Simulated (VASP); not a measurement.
The system is PbS.

```xyz
2
Lattice="4.0897 0.0000 0.0000 -2.0448 3.5418 0.0000 0.0000 0.0000 3.7882" Properties=species:S:1:pos:R:3 pbc="T T T"
Pb    0.0000    0.0000    0.0000
S     2.0449    1.1806    1.8941
```

Base run:

```yaml
Program: VASP 6.6.1
Functional: BLYP
Potentials_or_basis: VASP PAW PBE potentials, release 64 (Pb_d, S)
Cutoff: 500 eV
k_mesh: 6 × 6 × 6
Occupations: fermi-dirac, width 0.05 eV
Spin: no spin polarisation
```

Its results: band gap on the k mesh zero (band 10 reaches 5.68 eV, above the bottom of band 11 at 5.33 eV); pressure 3.2 GPa.

**Question.** The run is repeated on the same cell with these changes: functional from BLYP to LDA; potentials or basis from VASP PAW PBE potentials, release 64 (Pb_d, S) to VASP PAW LDA potentials, release 64 (Pb_d, S). What comes out?

**Answer.** Band gap on the k mesh zero (band 10 reaches 5.08 eV, above the bottom of band 11 at 4.49 eV); pressure -4.5 GPa.

Caveats: spin-orbit coupling is left out, which moves the levels of the heavy elements; the PAW data sets were made with another functional, which shifts forces and pressure a little (some runs).
